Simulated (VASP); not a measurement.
Input of a VASP 6.6.1 run:

POSCAR

```
CuI
1.0
    0.0000000000      3.1023898133      2.8873022679
    3.1023898133      0.0000000000      2.8873022679
    3.1023898133      3.1023898133      0.0000000000
Cu I
1 1
Direct
    0.0000000000      0.0000000000      0.0000000000
    0.2500000000      0.2500000000      0.2500000000
```

INCAR.step1

```
SYSTEM = CuI
PREC = Accurate
ENCUT = 520
ISMEAR = 0
SIGMA = 0.01
LREAL = .False.
LASPH = .True.
NELM = 60
NBANDS = 16
GGA = PE
ALGO = Normal
EDIFF = 1E-4
LWAVE = .True.
LCHARG = .False.
```

File INCAR.step2:

```
SYSTEM = CuI
PREC = Accurate
ENCUT = 520
EDIFF = 1E-6
ISMEAR = 0
SIGMA = 0.01
LREAL = .False.
LASPH = .True.
NELM = 60
ALGO = Normal
ISIF = 2
LWAVE = .False.
LCHARG = .False.
METAGGA = R2SCAN
LMIXTAU = .True.
NBANDS = 16
ISTART = 1
```

File KPOINTS:

```
regular mesh
0
Gamma
  8 8 8
  0 0 0
```

Potentials or basis: VASP PAW PBE potentials, release 64 (Cu, I).

Run with:

```bash
$ cat potpaw_PBE.64/Cu/POTCAR potpaw_PBE.64/I/POTCAR > POTCAR
$ cp INCAR.step1 INCAR
$ mpirun -np 1 vasp_std > vasp.out
$ cp INCAR.step2 INCAR
$ mpirun -np 1 vasp_std > vasp.out
```

Question: What does it give for the band gap on the k mesh?

Answer: 1.56 eV.

Question: Predict the pressure.

Answer: -0.8 GPa.

Stress tensor (GPa, compression positive):
```
-1.21  0.00  0.00
 0.00 -1.21  0.00
 0.00  0.00 -0.04
```

Caveat: the cell differs from its parent crystal (epitaxial xy strain +3.0%); the PAW data sets were made with another functional, which shifts forces and pressure a little; spin-orbit coupling is left out, which moves the levels of the heavy elements.
